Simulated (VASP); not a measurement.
A run of VASP 6.6.1 is set up as follows.

INCAR

```
ALGO     = Normal         # electronic algorithm
EDIFF    = 1E-6           # SCF threshold, eV
ENCUT    = 520            # plane-wave cutoff, eV
GGA      = PS             # functional
GGA_COMPAT= False        
ISIF     = 2              # what is computed and relaxed
ISMEAR   = 0              # smearing method
KPAR     = 2            
LASPH    = True           # aspherical terms in the spheres
LCHARG   = False          # write CHGCAR
LREAL    = Auto         
LWAVE    = False          # write WAVECAR
NBANDS   = 160            # bands
NCORE    = 2            
NELM     = 120            # most SCF steps
PREC     = Accurate       # precision mode
SIGMA    = 0.02           # smearing width, eV
```

KPOINTS

```
k-points
0
Gamma
  2 2 2
```

POSCAR

```
Si17O32
1.0
  -10.0895850000      0.0000000000      0.0000000000
    0.0000000000     -8.6670390000      0.0000000000
   -0.2390190000      0.0000000000      8.3166190000
Si O
17 32
Direct
    0.4405054412      0.6871335082      0.7340088106
    0.4536666568      0.3575049136      0.8447864770
    0.4427298642      0.2856918960      0.2162048410
    0.4393577352      0.5994663633      0.3832178687
    0.1988620840      0.2139527070      0.7097487414
    0.2067108989      0.8810213358      0.8606669008
    0.2398850991      0.8060481647      0.2306333015
    0.1990533314      0.1254556517      0.3433838621
    0.9648772517      0.7014484904      0.7047151832
    0.9440881357      0.3682857415      0.8299662072
    0.9615060919      0.3044157845      0.2044578887
    0.9994442271      0.6444051064      0.3283594539
    0.7018296751      0.1875671692      0.7078726701
    0.7113492959      0.8528818680      0.8093562859
    0.7605861697      0.8050696169      0.1831156735
    0.7053269272      0.1340326998      0.3327382988
    0.6665982738      0.5505422416      0.4123208827
    0.4366857730      0.2865675095      0.0229578657
    0.3823671663      0.4424035376      0.2957773670
    0.6830123596      0.6520182746      0.2421527000
    0.3793685471      0.6235172935      0.5677506591
    0.5997846566      0.3226658225      0.7659506458
    0.5939871702      0.7504747391      0.7279724617
    0.4325477440      0.5432405492      0.8598555634
    0.5977913930      0.2565812431      0.2616046405
    0.2265302392      0.8756052782      0.0519974905
    0.1780259393      0.9395837591      0.3498664418
    0.3532983071      0.1442680791      0.2844621757
    0.1707448718      0.1918366487      0.5216273039
    0.3499841854      0.8331609283      0.7843647435
    0.3488998938      0.2752951941      0.7285978760
    0.1723609687      0.0555894420      0.8083197421
    0.3880046729      0.7491725523      0.2764321607
    0.9244555095      0.3261613439      0.0183003366
    0.9496400685      0.4710454216      0.2910287845
    0.1471902395      0.6542211363      0.2492036452
    1.0090006521      0.6661264271      0.5206119260
    0.0983804347      0.3449999539      0.7779287671
    0.0893028638      0.7673819192      0.8037237926
    0.9086308593      0.5478313763      0.7964486222
    0.1046412235      0.2200684550      0.2214886143
    0.7472956938      0.8043626556     -0.0094566480
    0.6928661959      0.9607084525      0.2595114900
    0.8531283443      0.1927291357      0.2901578210
    0.6800183265      0.1318293056      0.5250489692
    0.8450766590      0.8272769520      0.6990756592
    0.8509817286      0.2533166645      0.7278958976
    0.6731735839      0.0347395521      0.8168475526
    0.9113319205      0.7805847895      0.2454257254
```

Potentials or basis: VASP PAW PBE potentials, release 64 (Si, O).

The run is started by

```sh
$ cat potpaw_PBE.64/Si/POTCAR potpaw_PBE.64/O/POTCAR > POTCAR
$ mpirun -np 4 vasp_std > vasp.out
```

Problem. What does it give for the largest force?

Solution. 0.074 eV/Å.

Problem. Predict the pressure.

Solution. 0.6 GPa.

Problem. What does it give for the band gap on the k mesh?

Solution. 1.66 eV.

Forces in eV/Å, atoms in the order of the input:
```
Si  -0.005 -0.015  0.004
Si  -0.003  0.005  0.008
Si  -0.022  0.013 -0.034
Si  -0.039  0.003 -0.014
Si   0.001 -0.007 -0.018
Si   0.016 -0.019  0.021
Si  -0.024 -0.015 -0.035
Si   0.020 -0.013  0.010
Si  -0.025 -0.013  0.000
Si   0.014 -0.008  0.014
Si   0.005  0.009 -0.004
Si  -0.001  0.013  0.025
Si   0.005 -0.005 -0.011
Si   0.018  0.017  0.000
Si   0.020 -0.033 -0.041
Si   0.017  0.007  0.001
Si   0.007  0.053  0.051
O   -0.005 -0.009  0.002
O    0.012 -0.019  0.007
O    0.019  0.029 -0.006
O    0.028  0.007  0.004
O   -0.011 -0.008 -0.006
O    0.000  0.003 -0.001
O    0.007  0.000  0.022
O   -0.012 -0.002  0.007
O    0.002  0.005  0.007
O    0.025  0.017  0.021
O   -0.003  0.032  0.006
O   -0.002  0.003 -0.003
O   -0.004 -0.028 -0.002
O   -0.008  0.003 -0.004
O    0.005 -0.005 -0.003
O   -0.040 -0.003  0.001
O    0.001  0.003 -0.006
O    0.010 -0.006  0.003
O   -0.013  0.037 -0.022
O    0.002  0.008 -0.015
O   -0.002 -0.020  0.011
O   -0.005 -0.001 -0.002
O    0.020 -0.003  0.006
O   -0.011  0.001 -0.009
O   -0.007 -0.008 -0.006
O    0.001  0.007 -0.005
O    0.002  0.003  0.000
O    0.008 -0.001  0.009
O   -0.009 -0.020 -0.018
O   -0.010 -0.003 -0.006
O    0.010 -0.009  0.023
O   -0.011 -0.005  0.009
```

Caveat: the PAW data sets were made with another functional, which shifts forces and pressure a little.
